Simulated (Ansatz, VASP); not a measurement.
## Sr in VASP and in Ansatz

```
Sr
1.0
     4.19454    0.00000    0.00000
    -2.09727    3.63258    0.00000
     0.00000    0.00000    6.87853
Sr
2
Direct
  0.33333 0.66667 0.25000
  0.66667 0.33333 0.75000
```

Alike in both runs: functional PBEsol; k mesh 12 × 12 × 6; occupations gaussian, width 0.1 eV; no spin polarisation.

Ansatz relaxed the structure, and its values are those at the end. VASP's run is a single point on that final structure, the one shown.

|  | VASP | Ansatz |
| --- | --- | --- |
| version | VASP 6.6.1 | Ansatz 0.2.0 |
| potentials or method | VASP PAW PBE potentials, release 64 (Sr_sv), cutoff 520 eV | scalar-relativistic, plane waves, PAW |
| valence electrons in the cell | 20 | 20 |

```tsv
	VASP	Ansatz	Ansatz less VASP
gap on the k mesh at the Fermi level (eV)	none	none	-
pressure (GPa)	0.0	0.0	-0.01
```

VASP's potentials were made for PBE, not for PBEsol. A gap of «none» marks a metal or a gap that the smearing closes. The functional is the same, so the differences come from potentials, cutoffs and numerics.
